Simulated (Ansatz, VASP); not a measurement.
**Ir: VASP beside Ansatz**

```
CELL_PARAMETERS angstrom
0.00000 1.93606 1.93606
1.93606 0.00000 1.93606
1.93606 1.93606 0.00000
ATOMIC_POSITIONS crystal
Ir 0.00000 0.00000 0.00000
```

Alike in both runs: task single point; functional PBE; k mesh 14 × 14 × 14; occupations gaussian, width 0.1 eV; no spin polarisation.

|  | VASP | Ansatz |
| --- | --- | --- |
| version | VASP 6.6.1 | Ansatz 0.2.0 |
| potentials or method | VASP PAW PBE potentials, release 64 (Ir), cutoff 520 eV | plane waves (420 eV) with PAW, scalar-relativistic |
| valence electrons in the cell | 9 | 17 |

Ansatz gave:

```
pressure (GPa) : -0.2
```

Q: What did VASP give for the same quantities?

A: Pressure (GPa): 0.3.

The functional is the same, so the differences come from potentials, cutoffs and numerics. VASP's potentials hold 9 valence electrons a cell and Ansatz's 17, so a difference there can come from the potentials and not from the codes.

Neither program's run includes spin-orbit coupling.
